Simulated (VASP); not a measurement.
Here is a VASP 6.6.1 calculation.

File INCAR:

```
SYSTEM = Bi
  PREC = Accurate
  ENCUT = 520
  EDIFF = 1E-7
  ISMEAR = -1
  SIGMA = 0.08
  LREAL = .False.
  LASPH = .True.
  NELM = 100
  ALGO = Normal
  ISIF = 2
  LWAVE = .False.
  LCHARG = .False.
  LDIPOL = .True.
  IDIPOL = 3
  DIPOL = 0.5 0.5 0.500
  GGA = PE
  IBRION = 2
  NSW = 60
  EDIFFG = -0.01
```

File KPOINTS:

```
Automatic mesh
0
Gamma
  12 12 1
  0 0 0
```

POSCAR

```
Bi
1.0
    3.5393325092      0.0000000000      0.0000000000
   -1.7696662546      3.0651518654      0.0000000000
    0.0000000000      0.0000000000     18.9217000000
Bi
2
Direct
    0.8333333330      0.1666666670      0.4227944008
    0.1666666670      0.8333333330      0.5772055992
```

Potentials or basis: VASP PAW PBE potentials, release 64 (Bi_d).

Command:

```console
$ cat potpaw_PBE.64/Bi_d/POTCAR > POTCAR
$ mpirun -np 1 vasp_std > vasp.out
```

(1) Estimate the band gap on the k mesh.

(2) What does it give for the energy gained by relaxing?

Answers

(1) zero (bands 15 and 16 overlap by 4.62 eV).

(2) 31.6 meV/atom.

Caveat: spin-orbit coupling is left out, which moves the levels of the heavy elements.
